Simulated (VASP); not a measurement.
Input of a VASP 6.6.1 run:

Contents of INCAR:

```
SYSTEM = H
PREC = Accurate ; ENCUT = 520
EDIFF = 1E-6 ; ISMEAR = 0
SIGMA = 0.02 ; LREAL = .FALSE.
LASPH = .TRUE. ; NELM = 80
ALGO = Normal ; ISIF = 2
LWAVE = .FALSE. ; LCHARG = .FALSE.
GGA = CA ; NBANDS = 8
```

The input KPOINTS:

```
regular mesh
0
G
  11 11 11
  0 0 0
```

POSCAR

```
H
1.0
   -1.6915344700      1.6915344700      2.0584739900
    1.6915344700     -1.6915344700      2.0584739900
    1.6915344700      1.6915344700     -2.0584739900
H
2
Direct
    0.0901377100      0.0901377100      0.0000000000
    0.9098622900      0.9098622900      0.0000000000
```

Potentials or basis: VASP PAW LDA potentials, release 64 (H).

Run with:

```sh
$ cat potpaw_LDA.64/H/POTCAR > POTCAR
$ mpirun -np 1 vasp_std > vasp.out
```

(1) Estimate the band gap on the k mesh.

(2) Estimate the largest force.

(3) What does it give for the pressure?

Results:

(1) 8.42 eV, indirect (least direct gap 9.27 eV).

(2) 0.971 eV/Å.

(3) 0.7 GPa.
